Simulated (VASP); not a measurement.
A run of VASP 6.6.1 is set up as follows.

The input POSCAR:

```
Ba
1.0
    3.6642315665      0.0075377848      0.0053300188
    1.8386436964      3.1695487295      0.0053300188
    1.8386436964      1.0615414331      2.9865025270
Ba
1
Direct
    0.0000000000      0.0000000000      0.0000000000
```

The input INCAR.step1:

```
PREC     = Accurate       # precision mode
ENCUT    = 520            # plane-wave cutoff, eV
ISMEAR   = 1              # smearing method
SIGMA    = 0.1            # smearing width, eV
LREAL    = False          # projectors in reciprocal space
LASPH    = True           # aspherical terms in the spheres
NELM     = 80             # most SCF steps
NBANDS   = 11             # bands
ISYM     = 0            
GGA      = PE             # functional
ALGO     = Normal         # electronic algorithm
EDIFF    = 1E-4           # SCF threshold, eV
LWAVE    = True           # write WAVECAR
LCHARG   = False          # write CHGCAR
```

INCAR.step2

```
PREC     = Accurate       # precision mode
ENCUT    = 520            # plane-wave cutoff, eV
EDIFF    = 1E-6           # SCF threshold, eV
ISMEAR   = 1              # smearing method
SIGMA    = 0.1            # smearing width, eV
LREAL    = False          # projectors in reciprocal space
LASPH    = True           # aspherical terms in the spheres
NELM     = 80             # most SCF steps
ALGO     = Normal         # electronic algorithm
ISIF     = 2              # what is computed and relaxed
LWAVE    = False          # write WAVECAR
LCHARG   = True           # write CHGCAR
METAGGA  = R2SCAN         # meta-GGA
LMIXTAU  = True         
LELF     = True           # ELF
LVHAR    = True         
NBANDS   = 11             # bands
ISYM     = 0            
ISTART   = 1
```

The input KPOINTS:

```
Automatic mesh
0
Gamma
  6 6 6
  0.5 0.5 0.5
```

Potentials or basis: VASP PAW PBE potentials, release 64 (Ba_sv).

Launch:

```sh
$ cat potpaw_PBE.64/Ba_sv/POTCAR > POTCAR
$ cp INCAR.step1 INCAR
$ mpirun -np 1 vasp_std > vasp.out
$ cp INCAR.step2 INCAR
$ mpirun -np 1 vasp_std > vasp.out
```

**Question.** Estimate the pressure.

**Answer.** 11.3 GPa.

**Question.** What does it give for the band gap on the k mesh?

**Answer.** Zero (band 5 reaches 4.96 eV, above the bottom of band 6 at 3.50 eV).

Caveat: the PAW data sets were made with another functional, which shifts forces and pressure a little; spin-orbit coupling is left out, which moves the levels of the heavy elements.
